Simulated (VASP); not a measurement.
# ZnS (P1) in VASP: relaxation of cell and atoms with PBE

Aim: the relaxation of cell and atoms of ZnS with PBE.

Everything below comes from runs of VASP 6.6.1. Logs are shortened: lines on timing, memory, paths and dates and some standing lists are left out, and cuts for length are marked.

### Step 1. The cell of the first run

The typed cell holds 8 atoms: a = 3.823 Å, b = 3.784 Å, c = 12.519 Å, α = 88.45°, β = 91.04°, γ = 119.58°.

### Step 2. Relaxation of cell and atoms, PBE

INCAR

```
SYSTEM = ZnS
PREC = Accurate
ENCUT = 600
EDIFF = 1E-7
ISMEAR = 0
SIGMA = 0.1
LREAL = .FALSE.
LASPH = .TRUE.
NELM = 100
ALGO = Normal
ISIF = 3
LWAVE = .FALSE.
LCHARG = .FALSE.
GGA = PE
IBRION = 2
NSW = 80
EDIFFG = -0.025
```

KPOINTS

```
regular mesh
0
G
  6 6 1
  0 0 0
```

POSCAR

```
ZnS
1.0
    3.8226488842      0.0256202288     -0.0347409096
   -1.8891366732      3.2777613155      0.0514336413
   -0.1139003378      0.1289550838     12.5177339529
Zn S
4 4
Direct
    0.3474335601      0.7014483810     -0.0200427051
    0.3497270156      0.6997628075      0.5096501587
    0.6525722889      0.3047086512      0.2627636836
    0.6075874659      0.3043285126      0.7407112962
    0.3663321254      0.6890817820      0.2027179390
    0.3145142822      0.5888001853      0.6909761653
    0.6792960777      0.3400383568      0.4354311395
    0.6825371842      0.3718313236      0.9477923027
```

Potentials or basis: VASP PAW PBE potentials, release 64 (Zn, S).

Run with:

```bash
cat potpaw_PBE.64/Zn/POTCAR potpaw_PBE.64/S/POTCAR > POTCAR
mpirun -np 1 vasp_std > vasp.out
```

OUTCAR:

```text
SYSTEM = ZnS
   PREC = Accurate
   ENCUT = 600
   EDIFF = 1E-7
   ISMEAR = 0
   LREAL = .FALSE.
   LASPH = .TRUE.
   NELM = 100
   ISIF = 3
   GGA = PE
   IBRION = 2
   NSW = 80
   EDIFFG = -0.025

 ion  position               nearest neighbor table
   1  0.347  0.701  0.980-   8 2.23   8 2.23   8 2.24   5 2.79
   2  0.350  0.700  0.510-   7 2.29   6 2.29   7 2.41   7 2.47
   3  0.653  0.305  0.263-   7 2.17   5 2.18   5 2.32   5 2.49
   4  0.608  0.304  0.741-   6 1.98   6 2.45   6 2.46   8 2.61
   5  0.366  0.689  0.203-   3 2.18   3 2.32   3 2.49   1 2.79
   6  0.315  0.589  0.691-   4 1.98   2 2.29   4 2.45   4 2.46
   7  0.679  0.340  0.435-   3 2.17   2 2.29   2 2.41   2 2.47
   8  0.683  0.372  0.948-   1 2.23   1 2.23   1 2.24   4 2.61

  LATTYP: Found a triclinic cell.
 ALAT       =     6.5816450628
 B/A-ratio  =     0.5815677678
 C/A-ratio  =     2.1713217399
 COS(alpha) =     0.0021098339
 COS(beta)  =     0.2429538864
 COS(gamma) =     0.8664112492

  Lattice vectors:

 A1 = (  -0.0443755378,  -6.5811428598,  -0.0681263730)
 A2 = (  -1.9335122110,  -3.3033815443,  -0.0166927317)
 A3 = (   5.8256858952,  -3.3810961705, -12.6039085038)

Analysis of symmetry for initial positions (statically):
=====================================================================
 Subroutine PRICEL returns:
 Original cell was already a primitive cell.

 Routine SETGRP: Setting up the symmetry group for a
 triclinic supercell.

 Subroutine GETGRP returns: Found  1 space group operations
 (whereof  1 operations were pure point group operations)
 out of a pool of  2 trial point group operations.

The static configuration has the point symmetry C_1 .

Analysis of symmetry for dynamics (positions and initial velocities):
=====================================================================
 Subroutine PRICEL returns:
 Original cell was already a primitive cell.

 Routine SETGRP: Setting up the symmetry group for a
 triclinic supercell.

 Subroutine GETGRP returns: Found  1 space group operations
 (whereof  1 operations were pure point group operations)
 out of a pool of  2 trial point group operations.

The dynamic configuration has the point symmetry C_1 .

 Subroutine INISYM returns: Found  1 space group operations
 (whereof  1 operations are pure point group operations),
 and found     1 'primitive' translations

----------------------------------------------------------------------------------------

                                     Primitive cell

  volume of cell :     157.4197

  direct lattice vectors                    reciprocal lattice vectors
     3.822648884  0.025620229 -0.034740910     0.260599632  0.150183582  0.000824067
    -1.889136673  3.277761315  0.051433641    -0.002065734  0.303945121 -0.003149976
    -0.113900338  0.128955084 12.517733953     0.000731739 -0.000832059  0.079901893

  length of vectors
     3.822892598  3.783543581 12.518916328     0.300778915  0.303968463  0.079909576

  position of ions in fractional coordinates (direct lattice)
     0.347433560  0.701448381  0.979957295
     0.349727016  0.699762808  0.509650159
     0.652572289  0.304708651  0.262763684
     0.607587466  0.304328513  0.740711296
     0.366332125  0.689081782  0.202717939
     0.314514282  0.588800185  0.690976165
     0.679296078  0.340038357  0.435431139
     0.682537184  0.371831324  0.947792303

  ion indices of the primitive-cell ions
   primitive index   ion index
                 1           1
                 2           2
                 3           3
                 4           4
                 5           5
                 6           6
                 7           7
                 8           8

----------------------------------------------------------------------------------------

 KPOINTS: regular mesh

Automatic generation of k-mesh.
 Grid dimensions read from file:
 generate k-points for:    6    6    1

 Generating k-lattice:

  Cartesian coordinates                     Fractional coordinates (reciprocal lattice)
     0.043433272  0.025030597  0.000137344     0.166666667 -0.000000000 -0.000000000
    -0.000344289  0.050657520 -0.000524996     0.000000000  0.166666667 -0.000000000
     0.000731739 -0.000832059  0.079901893    -0.000000000  0.000000000  1.000000000

  Length of vectors
     0.050129819  0.050661410  0.079909576

  Shift w.r.t. Gamma in fractional coordinates (k-lattice)
     0.000000000  0.000000000  0.000000000

 Subroutine IBZKPT returns following result:
 ===========================================

 Found     20 irreducible k-points:

 Following reciprocal coordinates:
            Coordinates               Weight
  0.000000  0.000000  0.000000      1.000000
  0.166667  0.000000  0.000000      2.000000
  0.333333  0.000000  0.000000      2.000000
  0.500000  0.000000  0.000000      1.000000
  0.000000  0.166667 -0.000000      2.000000
  0.166667  0.166667 -0.000000      2.000000
[... 12 lines left out ...]
  0.333333  0.500000 -0.000000      2.000000
  0.500000  0.500000 -0.000000      1.000000
   k-points           NKPTS =     20   k-points in BZ     NKDIM =     20   number of bands    NBANDS=     43
   number of dos      NEDOS =    301   number of ions     NIONS =      8
   total plane-waves  NPLWV =  96000
   dimension x,y,z NGX =    32 NGY =   30 NGZ =  100
   dimension x,y,z NGXF=    64 NGYF=   60 NGZF=  200
   ions per type =               4   4
   NGX,Y,Z   is equivalent  to a cutoff of  13.92, 13.18, 13.28 a.u.
   NGXF,Y,Z  is equivalent  to a cutoff of  27.83, 26.36, 26.56 a.u.
 SYSTEM =  ZnS
   PREC   = accura    normal or accurate (medium, high low for compatibility)
   ISTART =      0    job   : 0-new  1-cont  2-samecut
   ICHARG =      2    charge: 1-file 2-atom 10-const
   ISPIN  =      1    spin polarized calculation?
   LNONCOLLINEAR =      F non collinear calculations
   LSORBIT =      F    spin-orbit coupling
   LASPH  =      T    aspherical Exc in radial PAW
   ENCUT  =  600.0 eV  44.10 Ry    6.64 a.u.   7.64  7.56 25.00*2*pi/ulx,y,z
   NELM   =    100;   NELMIN=  2; NELMDL= -5     # of ELM steps
   EDIFF  = 0.1E-06   stopping-criterion for ELM
   LREAL  =      F    real-space projection
   EDIFFG = -.3E-01   stopping-criterion for IOM
   NSW    =     80    number of steps for IOM
   IBRION =      2    ionic relax: 0-MD 1-quasi-New 2-CG
   NFREE  =      1    steps in history (QN), initial steepest desc. (CG)
   ISIF   =      3    stress and relaxation
   ISYM   =      2    0-nonsym 1-usesym 2-fastsym
   POTIM  = 0.5000    time-step for ionic-motion
   TEBEG  =    0.0;   TEEND  =   0.0 temperature during run
   PSTRESS=    0.0 pullay stress
   NELECT =      72.0000    total number of electrons
   NUPDOWN=      -1.0000    fix difference up-down
   EMIN   =  10.00;   EMAX   =-10.00  energy-range for DOS
   EFERMI =   0.00;   METHOD = LEGACY
   ISMEAR =     0;   SIGMA  =   0.10  broadening in eV -4-tet -1-fermi 0-gaus
   EFERMI_NEDOS =   21; number of points for ismear=-14 and -15
   IALGO  =     38    algorithm
   IMIX   =      4    mixing-type and parameters
     AMIX     =   0.40;   BMIX     =  1.00
     AMIX_MAG =   1.60;   BMIX_MAG =  1.00
  volume/ion in A,a.u.               =      19.68       132.79
  Fermi-wavevector in a.u.,A,eV,Ry     =   1.261341  2.383590 21.646626  1.590982
  Thomas-Fermi vector in A             =   2.394805
   LORBIT       =      0    0 simple, 1 ext, 2 COOP (PROOUT), +10 PAW based schemes
   GGA     = PE    functional components
   LHFCALC =     F    Hartree Fock is set to
   AEXX    =    0.0000 exact exchange contribution
   IVDW    =     0    specifies the selected vdW correction
   LEPSILON=     F    determine dielectric tensor
   LRPA    =     F    only Hartree local field effects (RPA)
 conjugate gradient relaxation of ions
 non-spin polarized calculation
 Gauss-broadening in eV      SIGMA  =   0.10
  energy-cutoff  :      600.00
  volume of cell :      157.42
 maximum number of plane-waves:      5274
 NGX is ok and might be reduce to    32
   NGX = 15   NGY = 15   NGZ = 49

--------------------------------------- Ionic step        1  -------------------------------------------

 number of electron      72.0000018 magnetization

 Free energy of the ion-electron system (eV)
  ---------------------------------------------------
  ext. energy  EPLUGINS =         0.00000000
  ---------------------------------------------------
  free energy    TOTEN  =       -25.77089862 eV

  energy without entropy =      -25.77089862  energy(sigma->0) =      -25.77089862

------------------------ aborting loop because EDIFF is reached ----------------------------------------

  FORCE on cell =-STRESS in cart. coord.  units (eV):
  Direction    XX          YY          ZZ          XY          YZ          ZX
  --------------------------------------------------------------------------------------
  -------------------------------------------------------------------------------------
  Total        7.2807294      5.7792437      3.8112499     -4.1371009     -1.1947121      2.7852324
  in kB       74.1014039     58.8196664     38.7899280    -42.1063562    -12.1594749     28.3473836
  external PRESSURE =      57.2369994 kB  Pullay stress =       0.0000000 kB
[... 107 lines left out ...]
  FREE ENERGIE OF THE ION-ELECTRON SYSTEM (eV)
  ---------------------------------------------------
  free  energy   TOTEN  =       -26.9197114744 eV

  energy  without entropy=      -26.9197114744  energy(sigma->0) =      -26.91971147

[... ionic steps 4 to 20 ...]

--------------------------------------- Ionic step       21  -------------------------------------------

 number of electron      71.9999994 magnetization

------------------------ aborting loop because EDIFF is reached ----------------------------------------

  FORCE on cell =-STRESS in cart. coord.  units (eV):
  Direction    XX          YY          ZZ          XY          YZ          ZX
  --------------------------------------------------------------------------------------
  -------------------------------------------------------------------------------------
  Total       -0.0475657      0.0053084     -0.0067895     -0.0233123      0.0030769     -0.0184016
  in kB       -0.4710260      0.0525674     -0.0672342     -0.2308534      0.0304691     -0.1822243
  external PRESSURE =      -0.1618976 kB  Pullay stress =       0.0000000 kB
[... 69 lines left out ...]
  energy  without entropy=      -27.3825552814  energy(sigma->0) =      -27.38255528

--------------------------------------- Ionic step       23  -------------------------------------------

 number of electron      72.0000000 magnetization

 Free energy of the ion-electron system (eV)
  ---------------------------------------------------
  ext. energy  EPLUGINS =         0.00000000
  ---------------------------------------------------
  free energy    TOTEN  =       -27.38287606 eV

  energy without entropy =      -27.38287606  energy(sigma->0) =      -27.38287606

 E-fermi :   2.3709     XC(G=0):  -9.5099

 val. band max:        1.9015662736   @ k =   0.0000   0.0000   0.0000
 cond. band min:       3.9786844175   @ k =   0.0000   0.0000   0.0000
 fundamental gap:      2.0771181439
 Fermi energy:         2.3709180169

 k-point     1 :       0.0000    0.0000    0.0000
  band No.  band energies     occupation
      1     -11.0964      2.00000
      2     -10.6920      2.00000
      3     -10.6869      2.00000
      4     -10.2088      2.00000
      5      -4.3502      2.00000
      6      -4.3392      2.00000
[... 944 lines left out ...]
  FREE ENERGIE OF THE ION-ELECTRON SYSTEM (eV)
  ---------------------------------------------------
  free  energy   TOTEN  =       -27.3828760645 eV

  energy  without entropy=      -27.3828760645  energy(sigma->0) =      -27.38287606

 reached required accuracy - stopping structural energy minimisation
```

Wall time 47 min (1 thread of Intel Xeon Platinum 8488C (Sapphire Rapids), shared host); peak memory 0.37 GiB.

What came out:

* Free energy: -27.3829 eV
* Relaxed volume: 20.21 Å³/atom
* Relaxed cell: a = 3.846 Å, b = 3.849 Å, c = 12.613 Å, α = 89.98°, β = 90.01°, γ = 119.99°
* Space group after relaxing (to 0.05 Å): P6_3mc (No. 186)
* Energy gained by relaxing: 201.5 meV/atom
* Ionic steps: 23
* Pressure after relaxing: 0.0 GPa
* Largest force after relaxing: 0.021 eV/Å
* Band gap on the k mesh: 2.08 eV, direct

Forces in eV/Å, atoms in the order of the input:
```
Zn   0.005  0.001 -0.009
Zn   0.005  0.003  0.003
Zn   0.002 -0.014 -0.002
Zn  -0.005  0.003  0.014
S   -0.008 -0.006  0.006
S    0.013  0.008 -0.014
S   -0.009  0.006  0.005
S   -0.002 -0.001 -0.003
```

Step by step:
```
step  energy change (eV)  largest force (eV/Å)  pressure (GPa)  volume (Å³)
   1              0.0000                4.7461            5.72       157.42
   2             -1.0901                1.0968           -3.51       173.81
   3             -1.1488                1.2699           -2.02       169.00
   4             -1.1503                1.2474           -2.25       169.63
   5             -1.4106                0.9752           -0.75       164.32
   6             -1.4778                0.6440            0.87       160.10
   7             -1.5390                0.4869            0.09       161.51
   8             -1.5452                0.4544           -0.18       162.12
   9             -1.5747                0.2152           -0.10       161.89
  10             -1.5810                0.2664           -0.03       161.72
  11             -1.5893                0.1415            0.04       161.55
  12             -1.5916                0.1522            0.09       161.40
  13             -1.5968                0.1159           -0.05       161.75
  14             -1.5986                0.1383           -0.19       162.10
  15             -1.6027                0.1028            0.03       161.62
  16             -1.6040                0.0990            0.24       161.16
  17             -1.6074                0.1148           -0.04       161.83
  18             -1.6077                0.1352           -0.16       162.11
  19             -1.6102                0.0549           -0.01       161.78
  20             -1.6105                0.0553            0.06       161.64
  21             -1.6116                0.0399           -0.02       161.79
  22             -1.6117                0.0396           -0.03       161.83
  23             -1.6120                0.0206            0.04       161.69
```

Final structure:
```yaml
crystal:
  lattice:
    - [3.84587, -0.00097, 0.00013]
    - [-1.92288, 3.33370, 0.00018]
    - [-0.00254, 0.00364, 12.61305]
  atoms:
    - { symbol: Zn, position: [0.33279, 0.66679, 0.00269] }
    - { symbol: Zn, position: [0.33267, 0.66455, 0.50262] }
    - { symbol: Zn, position: [0.67066, 0.33837, 0.25261] }
    - { symbol: Zn, position: [0.66376, 0.33035, 0.75253] }
    - { symbol: S, position: [0.33731, 0.67140, 0.18986] }
    - { symbol: S, position: [0.33028, 0.66387, 0.68996] }
    - { symbol: S, position: [0.66642, 0.33139, 0.43984] }
    - { symbol: S, position: [0.66609, 0.33328, 0.93989] }
```

Levels at points of the mesh, in eV from the valence-band top:
```csv
k point,band 33,band 34,band 35,band 36,band 37,band 38,band 39,band 40
"(0.00, 0.00, 0.00)",-0.44,-0.07,0.00,0.00,2.08,3.05,3.47,3.47
"(0.50, 0.00, 0.00)",-1.56,-1.54,-1.54,-0.85,3.54,3.54,3.68,4.17
"(0.00, 0.50, 0.00)",-1.56,-1.54,-1.53,-0.84,3.54,3.54,3.69,4.19
"(0.50, 0.50, 0.00)",-1.56,-1.54,-1.54,-0.85,3.54,3.54,3.68,4.17
```

Caveat: the k points lie up to 0.50 Å⁻¹ apart in the final cell. As with any semilocal functional, this PBE gap is likely too small.
